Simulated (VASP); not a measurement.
Input of a VASP 6.6.1 run:

Contents of INCAR:

```
SYSTEM = Co
  ALGO = Normal
  EDIFF = 1E-8
  ENCUT = 520
  GGA = PE
  ISIF = 2
  ISMEAR = -1
  ISPIN = 2
  LASPH = .True.
  LCHARG = .False.
  LEFG = .True.
  LMAXMIX = 4
  LORBIT = 11
  LREAL = .False.
  LWAVE = .False.
  MAGMOM = 2 2
  NBANDS = 20
  NELM = 150
  PREC = Accurate
  SIGMA = 0.05
```

Contents of KPOINTS:

```
k-points
0
Gamma
  17 17 9
  0 0 0
```

The input POSCAR:

```
Co
1.0
    2.4701849884      0.0000000000      0.0000000000
   -1.2350924942      2.1392429520      0.0000000000
    0.0000000000      0.0000000000      3.9910265710
Co
2
Direct
    0.3333333333      0.6666666667      0.2500000000
    0.6666666667      0.3333333333      0.7500000000
```

Potentials or basis: VASP PAW PBE potentials, release 64 (Co).

Command:

```console
$ cat potpaw_PBE.64/Co/POTCAR > POTCAR
$ mpirun -np 1 vasp_std > vasp.out
```

(1) What does it give for the site moments?

(2) Estimate the net moment.

(3) Estimate the pressure.

## Answers

(1) Co +1.61 μB.

(2) 3.19 μB per cell.

(3) 6.0 GPa.

Caveat: without QUAD_EFG the Cq values of the log hold for a quadrupole moment of 1 mb, not for the nuclei.
